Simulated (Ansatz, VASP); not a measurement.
**Te in VASP and in Ansatz**

File INCAR:

```
SYSTEM = Te
  ALGO = Normal
  EDIFF = 1E-6
  ENCUT = 520
  ISIF = 2
  ISMEAR = -1
  LASPH = .True.
  LCHARG = .False.
  LREAL = .False.
  LWAVE = .False.
  NBANDS = 9
  NELM = 100
  PREC = Accurate
  SIGMA = 0.15
```

File KPOINTS:

```
k-points
0
Gamma
  7 7 7
  0 0 0
```

File POSCAR:

```
Te
1.0
    2.2904276679      1.3223787375      1.6796049735
   -2.2904276679      1.3223787375      1.6796049735
    0.0000000000     -2.6447584683      1.6796049735
Te
1
Direct
    0.5000000000      0.5000000000      0.5000000000
```

Input for Ansatz:

```yaml
crystal:
  lattice:
    - [2.2904276679173092, 1.322378737486758, 1.679604973483478]
    - [-2.2904276679173092, 1.322378737486758, 1.679604973483478]
    - [0.0, -2.644758468261904, 1.679604973483478]
  atoms:
    - { symbol: Te, position: [0.5, 0.5, 0.5] }
basis:
  ecutwfc: 470.0
kpoints:
  mp_grid:
    grid: [7, 7, 7]
hamiltonian:
  xc: lda
scf:
  occupations:
    method: fermi_dirac
    width: 0.15
output:
  stress: true
```

Alike in both runs: task single point; functional LDA; k mesh 7 × 7 × 7; occupations fermi-dirac, width 0.15 eV; no spin polarisation.

|  | VASP | Ansatz |
| --- | --- | --- |
| version | VASP 6.6.1 | Ansatz 0.2.0 |
| potentials or method | VASP PAW LDA potentials, release 64 (Te), cutoff 520 eV | plane waves, PAW |
| valence electrons in the cell | 6 | 16 |

Ansatz gave:

```
pressure (GPa)                                                : -0.1
traceless stress, the component that is largest in VASP (GPa) : 0.08
```

Estimate VASP's values.

pressure (GPa): -0.1; traceless stress, the component that is largest in VASP (GPa): 0.05.

LDA's correlation is that of Perdew and Zunger in VASP and of Perdew and Wang (1992) in Ansatz. VASP's potentials hold 6 valence electrons a cell and Ansatz's 16, so a difference there can come from the potentials and not from the codes.

Spin-orbit coupling is off throughout.
